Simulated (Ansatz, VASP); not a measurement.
# Two plane-wave programs on Mg

The input INCAR:

```
  PREC = Accurate
  ENCUT = 520
  EDIFF = 1E-6
  ISMEAR = 0
  SIGMA = 0.1
  LREAL = F
  LASPH = T
  NELM = 80
  ALGO = Normal
  ISIF = 2
  LWAVE = F
  LCHARG = F
  GGA = PE
  NBANDS = 10
```

Contents of KPOINTS:

```
Automatic mesh
0
Gamma
  6 6 6
```

POSCAR

```
Mg
1.0
    4.4365570432      0.0000000000      0.0000000000
   -2.2182785216      3.8421711047      0.0000000000
    0.0000000000      0.0000000000      3.7818211707
Mg
3
Direct
    0.3333333333      0.6666666667      0.5000000000
    0.0000000000      0.0000000000      0.0000000000
    0.6666666667      0.3333333333      0.5000000000
```

Input for Ansatz:

```yaml
crystal:
  lattice:
    - [4.4365570432, 0.0, 0.0]
    - [-2.2182785216, 3.8421711047, 0.0]
    - [0.0, 0.0, 3.7818211707]
  atoms:
    - { symbol: Mg, position: [0.3333333333, 0.6666666667, 0.5] }
    - { symbol: Mg, position: [0.0, 0.0, 0.0] }
    - { symbol: Mg, position: [0.6666666667, 0.3333333333, 0.5] }
basis:
  ecutwfc: 420
kpoints:
  mp_grid: { grid: [6, 6, 6] }
hamiltonian:
  xc: pbe
scf:
  occupations: { method: gaussian, width: 0.1 }
  lower_state_search: "off"
output:
  forces: true
  stress: true
  eigenvalues: true
```

Alike in both runs: task single point; functional PBE; k mesh 6 × 6 × 6; occupations gaussian, width 0.1 eV; no spin polarisation.

|  | VASP | Ansatz |
| --- | --- | --- |
| version | VASP 6.6.1 | Ansatz 0.2.0 |
| potentials or method | VASP PAW PBE potentials, release 64 (Mg), cutoff 520 eV | scalar-relativistic, plane waves, PAW |
| valence electrons in the cell | 6 | 30 |

|  | VASP | Ansatz | Ansatz less VASP |
| --- | --- | --- | --- |
| gap on the k mesh at the Fermi level (eV) | none | none | - |
| pressure (GPa) | 8.1 | 8.1 | +0.03 |
| traceless stress, the component that is largest in VASP (GPa) | -13.01 | -12.93 | +0.080 |

A gap of «none» marks a metal or a gap that the smearing closes. VASP's potentials hold 6 valence electrons a cell and Ansatz's 30, so a difference there can come from the potentials and not from the codes.
